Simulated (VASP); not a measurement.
## Ti3H2: single point with PBE

Ti3H2:

```
Ti H
1.0
    -1.47616    1.47616    6.59898
     1.47616   -1.47616    6.59898
     1.47616    1.47616   -6.59898
Ti H
3 2
Direct
  0.65524 0.65524 0.00000
  0.34476 0.34476 0.00000
  0.00000 0.00000 0.00000
  0.75000 0.25000 0.50000
  0.25000 0.75000 0.50000
```

```
Program                : VASP 6.6.1
Task                   : single point
Functional             : PBE
Potentials or basis    : VASP PAW PBE potentials, release 64 (Ti_sv, H)
Cutoff                 : 520 eV
k mesh                 : 7 × 7 × 7
Occupations            : gaussian, width 0.2 eV
Spin                   : no spin polarisation
Dipole correction      : no
Further INCAR settings : ALGO = Normal; EDIFF = 1e-06; NBANDS = 27
```

| Property | Result |
| --- | --- |
| Pressure | -0.4 GPa |
| Largest force | 0.019 eV/Å |
| Band gap on the k mesh | zero (band 19 reaches 8.19 eV, above the bottom of band 20 at 7.45 eV) |

Forces in eV/Å, atoms in the order of the input:
```
Ti   0.000  0.000 -0.019
Ti   0.000  0.000  0.019
Ti   0.000  0.000  0.000
H    0.000  0.000  0.000
H    0.000  0.000  0.000
```

Stress tensor (GPa, compression positive):
```
-0.42  0.00  0.00
 0.00 -0.42  0.00
 0.00  0.00 -0.24
```

Levels at points of the mesh, in eV from the Fermi level:
| k point | band 16 | band 17 | band 18 | band 19 | band 20 | band 21 | band 22 | band 23 |
| --- | --- | --- | --- | --- | --- | --- | --- | --- |
| (0.00, 0.00, 0.00) | -3.04 | -1.26 | -1.01 | 0.57 | 0.74 | 0.74 | 1.29 | 2.21 |

Wall time 3.8 min on 1 thread of Intel(R) Xeon(R) Platinum 8488C (Sapphire Rapids), with other jobs on the host, peak memory 0.37 GiB.

Caveat: the k points lie up to 0.43 Å⁻¹ apart.
